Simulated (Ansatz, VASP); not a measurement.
## Sn2O: VASP beside Ansatz

```
Sn O
1.0
     5.11342    0.00000    0.00000
     0.00000    5.11342    0.00000
     0.00000    0.00000    5.11342
Sn O
4 2
Direct
  0.25000 0.25000 0.25000
  0.75000 0.75000 0.25000
  0.25000 0.75000 0.75000
  0.75000 0.25000 0.75000
  0.00000 0.00000 0.00000
  0.50000 0.50000 0.50000
```

Alike in both runs: task relaxation of cell and atoms; functional PBEsol; k mesh 8 × 8 × 8; occupations fermi-dirac, width 0.15 eV; no spin polarisation.

|  | VASP | Ansatz |
| --- | --- | --- |
| version | VASP 6.6.1 | Ansatz 0.2.0 |
| potentials or method | VASP PAW PBE potentials, release 64 (Sn_d, O), cutoff 600 eV | scalar-relativistic, plane waves, PAW |
| valence electrons in the cell | 68 | 68 |

```tsv
	VASP	Ansatz	Ansatz less VASP
gap on the k mesh at the Fermi level, each at its own relaxed structure (eV)	none	none	-
relaxed volume (Å³/atom)	22.32	22.28	-0.032
relaxed cell length with the largest relative difference (Å)	5.116	5.113	-0.0024
```

VASP's potentials were made for PBE, not for PBEsol. A gap of «none» marks a metal or a gap that the smearing closes.
